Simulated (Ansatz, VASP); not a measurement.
One calculation of Ta, two programs

```
Ta
1.0
    -1.67674    1.67674    1.44401
     1.67674   -1.67674    1.44401
     1.67674    1.67674   -1.44401
Ta
1
Direct
  0.00000 0.00000 0.00000
```

Alike in both runs: task single point; functional PBEsol; k mesh 22 × 22 × 22; occupations gaussian, width 0.15 eV; no spin polarisation.

```csv
,VASP,Ansatz
version,VASP 6.6.1,Ansatz 0.2.0
potentials or method,"VASP PAW PBE potentials, release 64 (Ta_pv), cutoff 520 eV","scalar-relativistic, plane waves, PAW"
valence electrons in the cell,11,13
```

```tsv
	VASP	Ansatz	Ansatz less VASP
gap on the k mesh at the Fermi level (eV)	none	none	-
pressure (GPa)	23.4	22.9	-0.47
traceless stress, the component that is largest in VASP (GPa)	12.68	12.64	-0.045
```

VASP's potentials were made for PBE, not for PBEsol, and Ansatz warns of the same on its side. A gap of «none» marks a metal or a gap that the smearing closes. With one functional, cell and mesh, what is left measures potentials, basis and numerics. VASP's potentials hold 11 valence electrons a cell and Ansatz's 13, so a difference there can come from the potentials and not from the codes.

Neither program's run includes spin-orbit coupling.
